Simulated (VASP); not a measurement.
Runs of VASP 6.6.1 on SnO2. The structure is that of space group R-3m (No. 166), or close to it. The cells are those of the table. 

```csv
cell,gap on the mesh (eV),pressure (GPa),largest force (eV/Å)
"a = 5.615 Å, angles 65.0°, 12 atoms",3.16,36.4,1.84
"a = 5.966 Å, angles 62.2°, 12 atoms",(a),9.0,0.22
"a = 5.717 Å, angles 62.2°, 12 atoms",3.51,42.6,1.82
"a = 5.551 Å, angles 75.9°, 12 atoms",0.43,(b),0.23
"a = 5.457 Å, angles 73.1°, 12 atoms",1.55,7.7,1.05
```

Alike in all rows: task single point; level PBEsol; potentials or basis VASP PAW PBE potentials, release 64 (Sn_d, O); no spin polarisation; k mesh 6 × 6 × 6; cutoff (eV) 520; smearing gaussian 0.05 eV.

Q: Fill in the values left out.

A: (a) 2.56; (b) -10.4.

Caveats: the PAW data sets were made with another functional, which shifts forces and pressure a little; spin-orbit coupling is left out, which moves the levels of the heavy elements.

A k mesh can miss the band edges, and the runs leave out spin-orbit coupling on Sn.
